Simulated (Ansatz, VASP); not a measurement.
ZrZn4N in VASP and in Ansatz

File INCAR:

```
PREC = Accurate
ENCUT = 600
EDIFF = 1E-6
ISMEAR = 0
SIGMA = 0.1
LREAL = False
LASPH = True
NELM = 80
ALGO = Normal
ISIF = 3
LWAVE = False
LCHARG = False
GGA = PE
IBRION = 2
NSW = 100
EDIFFG = -0.01
```

KPOINTS

```
Automatic mesh
0
Gamma
  12 12 10
```

POSCAR

```
ZrZn4N
1.0
    5.2503423032      0.0000000000      0.0000000000
   -2.6251711516      4.5469298131      0.0000000000
    0.0000000000      0.0000000000      3.6956219719
Zr Zn N
1 4 1
Direct
    0.0000000000      0.0000000000      0.0000000000
    0.6666666667      0.3333333333      0.0000000000
    0.0156853675      0.5078426837      0.5000000000
    0.4921573163      0.5078426837      0.5000000000
    0.4921573163      0.9843146325      0.5000000000
    0.3333333333      0.6666666667      0.0000000000
```

Input for Ansatz:

```yaml
crystal:
  lattice:
    - [5.2503423032, 0.0, 0.0]
    - [-2.6251711516, 4.5469298131, 0.0]
    - [0.0, 0.0, 3.6956219719]
  atoms:
    - { symbol: Zr, position: [0.0, 0.0, 0.0] }
    - { symbol: Zn, position: [0.6666666667, 0.3333333333, 0.0] }
    - { symbol: Zn, position: [0.0156853675, 0.5078426837, 0.5] }
    - { symbol: Zn, position: [0.4921573163, 0.5078426837, 0.5] }
    - { symbol: Zn, position: [0.4921573163, 0.9843146325, 0.5] }
    - { symbol: "N", position: [0.3333333333, 0.6666666667, 0.0] }
basis:
  ecutwfc: 420
kpoints:
  mp_grid: { grid: [12, 12, 10] }
hamiltonian:
  xc: pbe
scf:
  occupations: { method: gaussian, width: 0.1 }
output:
  forces: true
  stress: true
  eigenvalues: true
relax:
  adjacent_minimum: "off"
  f_tol: 0.01
  max_steps: 80
  cell: { stress_tol: 0.05 }
```

Change from the starting cell: species swapped into the CeCo4Cu type (P-6m2, No. 187).

Alike in both runs: task relaxation of cell and atoms; functional PBE; k mesh 12 × 12 × 10; occupations gaussian, width 0.1 eV; no spin polarisation.

|  | VASP | Ansatz |
| --- | --- | --- |
| version | VASP 6.6.1 | Ansatz 0.2.0 |
| potentials or method | VASP PAW PBE potentials, release 64 (Zr_sv, Zn, N), cutoff 600 eV | scalar-relativistic, plane waves, PAW |
| valence electrons in the cell | 65 | 65 |

```tsv
	VASP	Ansatz	Ansatz less VASP
gap on the k mesh at the Fermi level, each at its own relaxed structure (eV)	none	none	-
relaxed volume (Å³/atom)	14.90	14.86	-0.035
relaxed length of the cell vector where the two differ most in proportion (Å)	3.471	3.457	-0.0141
```

A gap of «none» marks a metal or a gap that the smearing closes.
